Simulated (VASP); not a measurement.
# InGaAs2 (P-4m2) in VASP: further runs, part 2 of 2

VASP 6.6.1. Earlier steps stand in the parts before.

## Step 3: Single point, r2SCAN (uniaxial strain along c: +1.0 %)

POSCAR reads:

```
InGaAs2
1.0
    4.1428989614      0.0000000000      0.0000000000
    0.0000000000      4.1428989614      0.0000000000
    0.0000000000      0.0000000000      5.9815256531
In Ga As
1 1 2
Direct
    0.0000000000      0.0000000000      0.5000000000
    0.5000000000      0.5000000000      0.0000000000
    0.5000000000      0.0000000000      0.7698871171
    0.0000000000      0.5000000000      0.2301128829
```

INCAR.step1 reads:

```
SYSTEM = InGaAs2
PREC = Accurate
ENCUT = 520
ISMEAR = 0
SIGMA = 0.01
LREAL = .FALSE.
LASPH = .TRUE.
NELM = 100
NBANDS = 26
GGA = PE
ALGO = Normal
EDIFF = 1E-4
LWAVE = .TRUE.
LCHARG = .FALSE.
```

INCAR.step2 reads:

```
SYSTEM = InGaAs2
PREC = Accurate
ENCUT = 520
EDIFF = 1E-6
ISMEAR = 0
SIGMA = 0.01
LREAL = .FALSE.
LASPH = .TRUE.
NELM = 100
ALGO = Normal
ISIF = 2
LWAVE = .FALSE.
LCHARG = .TRUE.
METAGGA = R2SCAN
LMIXTAU = .TRUE.
LELF = .TRUE.
LVHAR = .TRUE.
NBANDS = 26
ISTART = 1
```

KPOINTS reads:

```
regular mesh
0
G
  8 8 6
  0 0 0
```

Potentials or basis: VASP PAW PBE potentials, release 64 (In_d, Ga_d, As).

The run is started by

```bash
$ cat potpaw_PBE.64/In_d/POTCAR potpaw_PBE.64/Ga_d/POTCAR potpaw_PBE.64/As/POTCAR > POTCAR
$ cp INCAR.step1 INCAR
$ mpirun -np 1 vasp_std > vasp.out
$ cp INCAR.step2 INCAR
$ mpirun -np 1 vasp_std > vasp.out
```

OUTCAR:

```text
SYSTEM = InGaAs2
   PREC = Accurate
   ENCUT = 520
   EDIFF = 1E-6
   ISMEAR = 0
   LREAL = .FALSE.
   LASPH = .TRUE.
   NELM = 100
   ISIF = 2
   METAGGA = R2SCAN
   ISTART = 1

 ion  position               nearest neighbor table
   1  0.000  0.000  0.500-   3 2.63   4 2.63   4 2.63   3 2.63
   2  0.500  0.500  0.000-   3 2.49   4 2.49   3 2.49   4 2.49
   3  0.500  0.000  0.770-   2 2.49   2 2.49   1 2.63   1 2.63
   4  0.000  0.500  0.230-   2 2.49   2 2.49   1 2.63   1 2.63

  LATTYP: Found a simple tetragonal cell.
 ALAT       =     4.1428989614
 C/A-ratio  =     1.4438019630

  Lattice vectors:

 A1 = (   4.1428989614,   0.0000000000,   0.0000000000)
 A2 = (   0.0000000000,   4.1428989614,   0.0000000000)
 A3 = (   0.0000000000,   0.0000000000,   5.9815256531)

Analysis of symmetry for initial positions (statically):
=====================================================================
 Subroutine PRICEL returns:
 Original cell was already a primitive cell.

 Routine SETGRP: Setting up the symmetry group for a
 simple tetragonal supercell.

[... 169 lines left out ...]
  energy without entropy =      -65.01885347  energy(sigma->0) =      -65.01885347

 E-fermi :   3.9809     XC(G=0):  -9.8346

 val. band max:        3.8764197232   @ k =   0.0000   0.0000   0.0000
 cond. band min:       4.1095788381   @ k =   0.0000   0.0000   0.0000
 fundamental gap:      0.2331591150
 Fermi energy:         3.9809074977

 k-point     1 :       0.0000    0.0000    0.0000
  band No.  band energies     occupation
      1     -11.4932      2.00000
      2     -11.4178      2.00000
      3     -11.4178      2.00000
      4     -11.3764      2.00000
      5     -11.3450      2.00000
      6     -11.0934      2.00000
[... 685 lines left out ...]
     25      10.4718      0.00000
     26      10.9079      0.00000

 [... further k-points ...]

------------------------ aborting loop because EDIFF is reached ----------------------------------------

  FORCE on cell =-STRESS in cart. coord.  units (eV):
  Direction    XX          YY          ZZ          XY          YZ          ZX
  --------------------------------------------------------------------------------------
  -------------------------------------------------------------------------------------
  Total       -0.0537292     -0.0537292     -0.4954390      0.0000000      0.0000000      0.0000000
  in kB       -0.8384948     -0.8384948     -7.7317919      0.0000000      0.0000000      0.0000000
  external PRESSURE =      -3.1362605 kB  Pullay stress =       0.0000000 kB

 VOLUME and BASIS-vectors are now :
 -----------------------------------------------------------------------------
  energy-cutoff  :      520.00
  volume of cell :      102.66
      direct lattice vectors                 reciprocal lattice vectors
     4.142898961  0.000000000  0.000000000     0.241376874  0.000000000  0.000000000
     0.000000000  4.142898961  0.000000000     0.000000000  0.241376874  0.000000000
     0.000000000  0.000000000  5.981525653     0.000000000  0.000000000  0.167181428

 POSITION                                       TOTAL-FORCE (eV/Angst)
 -----------------------------------------------------------------------------------
      0.00000      0.00000      2.99076         0.000000     -0.000000      0.000000
      2.07145      2.07145      0.00000         0.000000      0.000000      0.000000
      2.07145      0.00000      4.60510         0.000000     -0.000000     -0.010153
      0.00000      2.07145      1.37643         0.000000     -0.000000      0.010153
 -----------------------------------------------------------------------------------
    total drift:                                0.000000     -0.000000     -0.000000

  FREE ENERGIE OF THE ION-ELECTRON SYSTEM (eV)
  ---------------------------------------------------
  free  energy   TOTEN  =       -65.0188534715 eV

  energy  without entropy=      -65.0188534715  energy(sigma->0) =      -65.01885347
```

OUTCAR.step1:

```text
SYSTEM = InGaAs2
   PREC = Accurate
   ENCUT = 520
   ISMEAR = 0
   LREAL = .FALSE.
   LASPH = .TRUE.
   NELM = 100
[... 925 lines left out ...]
      2.07145      2.07145      0.00000        -0.000000     -0.000000      0.000000
      2.07145      0.00000      4.60510        -0.000000      0.000000     -0.016317
      0.00000      2.07145      1.37643         0.000000      0.000000      0.016317
 -----------------------------------------------------------------------------------
    total drift:                                0.000000     -0.000000     -0.000000

  FREE ENERGIE OF THE ION-ELECTRON SYSTEM (eV)
  ---------------------------------------------------
  free  energy   TOTEN  =       -15.8861573459 eV

  energy  without entropy=      -15.8861279610  energy(sigma->0) =      -15.88614265
```

It took 6.7 min on 1 thread of Intel Xeon Platinum 8259CL at 2.50GHz (Skylake/Cascade Lake), shared host; peak memory 0.34 GiB.

What came out:

```
Free energy            : -65.0189 eV
Pressure               : -0.3 GPa
Largest force          : 0.010 eV/Å
Band gap on the k mesh : 0.23 eV
```

Forces in eV/Å, atoms in the order of the input:
```
In   0.000  0.000  0.000
Ga   0.000  0.000  0.000
As   0.000  0.000 -0.010
As   0.000  0.000  0.010
```

Caveat: the cell differs from its parent crystal (uniaxial strain along c: +1.0 %); semilocal functionals underestimate gaps, and a narrow one can read as zero; the PAW data sets were made with another functional, which shifts forces and pressure a little; spin-orbit coupling is left out, which moves the levels of the heavy elements.

## Step 4: Single point, r2SCAN (uniaxial strain along c: +2.0 %, then relaxed in part)

POSCAR reads:

```
InGaAs2
1.0
    4.1254904792      0.0000000000      0.0000000000
    0.0000000000      4.1254904792      0.0000000000
    0.0000000000      0.0000000000      6.0407486793
In Ga As
1 1 2
Direct
    0.0000000000      0.0000000000      0.5000000000
    0.5000000000      0.5000000000      0.0000000000
    0.5000000000      0.0000000000      0.7698004031
    0.0000000000      0.5000000000      0.2301995969
```

Edit INCAR.step1 of step 3 so:

```diff
@@ -7,3 +7,3 @@
 LASPH = .TRUE.
-NELM = 100
+NELM = 80
 NBANDS = 26
```

INCAR.step2 reads:

```
SYSTEM = InGaAs2
PREC = Accurate
ENCUT = 520
EDIFF = 1E-6
ISMEAR = 0
SIGMA = 0.01
LREAL = .FALSE.
LASPH = .TRUE.
NELM = 80
ALGO = Normal
ISIF = 2
LWAVE = .FALSE.
LCHARG = .FALSE.
METAGGA = R2SCAN
LMIXTAU = .TRUE.
NBANDS = 26
ISTART = 1
```

KPOINTS is that of step 3.

Potentials or basis: VASP PAW PBE potentials, release 64 (In_d, Ga_d, As).

The run is started by

```bash
$ cat potpaw_PBE.64/In_d/POTCAR potpaw_PBE.64/Ga_d/POTCAR potpaw_PBE.64/As/POTCAR > POTCAR
$ cp INCAR.step1 INCAR
$ mpirun -np 1 vasp_std > vasp.out
$ cp INCAR.step2 INCAR
$ mpirun -np 1 vasp_std > vasp.out
```

OUTCAR:

```text
SYSTEM = InGaAs2
   PREC = Accurate
   ENCUT = 520
   EDIFF = 1E-6
   ISMEAR = 0
   LREAL = .FALSE.
   LASPH = .TRUE.
   NELM = 80
   ISIF = 2
   METAGGA = R2SCAN
   ISTART = 1

 ion  position               nearest neighbor table
   1  0.000  0.000  0.500-   3 2.63   4 2.63   4 2.63   3 2.63
   2  0.500  0.500  0.000-   3 2.49   4 2.49   3 2.49   4 2.49
   3  0.500  0.000  0.770-   2 2.49   2 2.49   1 2.63   1 2.63
   4  0.000  0.500  0.230-   2 2.49   2 2.49   1 2.63   1 2.63

  LATTYP: Found a simple tetragonal cell.
 ALAT       =     4.1254904792
 C/A-ratio  =     1.4642498170

  Lattice vectors:

 A1 = (   4.1254904792,   0.0000000000,   0.0000000000)
 A2 = (   0.0000000000,   4.1254904792,   0.0000000000)
 A3 = (   0.0000000000,   0.0000000000,   6.0407486793)

Analysis of symmetry for initial positions (statically):
=====================================================================
 Subroutine PRICEL returns:
 Original cell was already a primitive cell.

 Routine SETGRP: Setting up the symmetry group for a
 simple tetragonal supercell.

[... 169 lines left out ...]
  energy without entropy =      -65.01210692  energy(sigma->0) =      -65.01210692

 E-fermi :   3.9840     XC(G=0):  -9.8284

 val. band max:        3.8894066575   @ k =   0.0000   0.0000   0.0000
 cond. band min:       4.0863684697   @ k =   0.0000   0.0000   0.0000
 fundamental gap:      0.1969618123
 Fermi energy:         3.9839952753

 k-point     1 :       0.0000    0.0000    0.0000
  band No.  band energies     occupation
      1     -11.5006      2.00000
      2     -11.4239      2.00000
      3     -11.4239      2.00000
      4     -11.3813      2.00000
      5     -11.3539      2.00000
      6     -11.1104      2.00000
[... 685 lines left out ...]
     25      10.4049      0.00000
     26      10.8364      0.00000

 [... further k-points ...]

------------------------ aborting loop because EDIFF is reached ----------------------------------------

  FORCE on cell =-STRESS in cart. coord.  units (eV):
  Direction    XX          YY          ZZ          XY          YZ          ZX
  --------------------------------------------------------------------------------------
  -------------------------------------------------------------------------------------
  Total        0.0388205      0.0388205     -0.8963349      0.0000000      0.0000000      0.0000000
  in kB        0.6049636      0.6049636    -13.9681516      0.0000000      0.0000000      0.0000000
  external PRESSURE =      -4.2527415 kB  Pullay stress =       0.0000000 kB

 VOLUME and BASIS-vectors are now :
 -----------------------------------------------------------------------------
  energy-cutoff  :      520.00
  volume of cell :      102.81
      direct lattice vectors                 reciprocal lattice vectors
     4.125490479  0.000000000  0.000000000     0.242395421  0.000000000  0.000000000
     0.000000000  4.125490479  0.000000000     0.000000000  0.242395421  0.000000000
     0.000000000  0.000000000  6.040748679     0.000000000  0.000000000  0.165542394

 POSITION                                       TOTAL-FORCE (eV/Angst)
 -----------------------------------------------------------------------------------
      0.00000      0.00000      3.02037        -0.000000     -0.000000      0.000000
      2.06275      2.06275      0.00000         0.000000      0.000000      0.000000
      2.06275      0.00000      4.65017         0.000000     -0.000000     -0.008232
      0.00000      2.06275      1.39058         0.000000     -0.000000      0.008232
 -----------------------------------------------------------------------------------
    total drift:                                0.000000     -0.000000     -0.000000

  FREE ENERGIE OF THE ION-ELECTRON SYSTEM (eV)
  ---------------------------------------------------
  free  energy   TOTEN  =       -65.0121069164 eV

  energy  without entropy=      -65.0121069164  energy(sigma->0) =      -65.01210692
```

OUTCAR.step1:

```text
SYSTEM = InGaAs2
   PREC = Accurate
   ENCUT = 520
   ISMEAR = 0
   LREAL = .FALSE.
   LASPH = .TRUE.
   NELM = 80
[... 925 lines left out ...]
      2.06275      2.06275      0.00000        -0.000000      0.000000     -0.000000
      2.06275      0.00000      4.65017        -0.000000     -0.000000     -0.016315
      0.00000      2.06275      1.39058        -0.000000     -0.000000      0.016315
 -----------------------------------------------------------------------------------
    total drift:                                0.000000     -0.000000     -0.000000

  FREE ENERGIE OF THE ION-ELECTRON SYSTEM (eV)
  ---------------------------------------------------
  free  energy   TOTEN  =       -15.8826368879 eV

  energy  without entropy=      -15.8826075030  energy(sigma->0) =      -15.88262220
```

Run time: 6.6 min. Hardware: 1 thread of Intel Xeon Platinum 8259CL at 2.50GHz (Skylake/Cascade Lake), shared host; peak memory 0.34 GiB.

What came out:

- Free energy: -65.0121 eV
- Pressure: -0.4 GPa
- Largest force: 0.008 eV/Å
- Band gap on the k mesh: 0.20 eV

Forces in eV/Å, atoms in the order of the input:
```
In   0.000  0.000  0.000
Ga   0.000  0.000  0.000
As   0.000  0.000 -0.008
As   0.000  0.000  0.008
```

Levels at points of the mesh, in eV from the valence-band top:
| k point | band 15 | band 16 | band 17 | band 18 | band 19 | band 20 | band 21 | band 22 |
| --- | --- | --- | --- | --- | --- | --- | --- | --- |
| (0.00, 0.00, 0.00) | -2.52 | -0.30 | 0.00 | 0.00 | 0.20 | 1.89 | 2.27 | 4.06 |
| (0.50, 0.00, 0.00) | -3.38 | -3.10 | -1.43 | -0.79 | 2.43 | 3.52 | 5.16 | 5.19 |
| (0.50, 0.50, 0.00) | -2.82 | -2.63 | -2.63 | -2.46 | 1.67 | 1.67 | 1.79 | 2.13 |
| (0.00, 0.00, 0.50) | -1.90 | -1.90 | -1.19 | -1.19 | 2.27 | 2.35 | 3.14 | 3.59 |
| (0.50, 0.00, 0.50) | -1.40 | -1.28 | -1.26 | -0.71 | 0.86 | 1.35 | 4.45 | 4.98 |
| (0.50, 0.50, 0.50) | -3.34 | -3.29 | -3.15 | -3.15 | 4.32 | 4.40 | 4.54 | 4.54 |

Caveat: the cell differs from its parent crystal (uniaxial strain along c: +2.0 %, then relaxed in part); semilocal functionals underestimate gaps, and a narrow one can read as zero; the PAW data sets were made with another functional, which shifts forces and pressure a little; spin-orbit coupling is left out, which moves the levels of the heavy elements.

## Step 5: Overview

```csv
cell,gap on the mesh (eV),pressure (GPa),largest force (eV/Å)
"a = 4.139, b = 4.139, c = 5.982 Å, 4 atoms",0.24,-0.2,0.01
"a = 4.143, b = 4.143, c = 5.982 Å, 4 atoms",0.23,-0.3,0.01
"a = 4.125, b = 4.125, c = 6.041 Å, 4 atoms",0.20,-0.4,0.01
```

Alike in all rows: task single point; level r2SCAN; potentials or basis VASP PAW PBE potentials, release 64 (In_d, Ga_d, As); no spin polarisation; k mesh 8 × 8 × 6; cutoff (eV) 520; smearing gaussian 0.01 eV.

Caveats: semilocal functionals underestimate gaps, and a narrow one can read as zero; the PAW data sets were made with another functional, which shifts forces and pressure a little; spin-orbit coupling is left out, which moves the levels of the heavy elements.

Absolute energies hang on the potentials; compare differences alone.
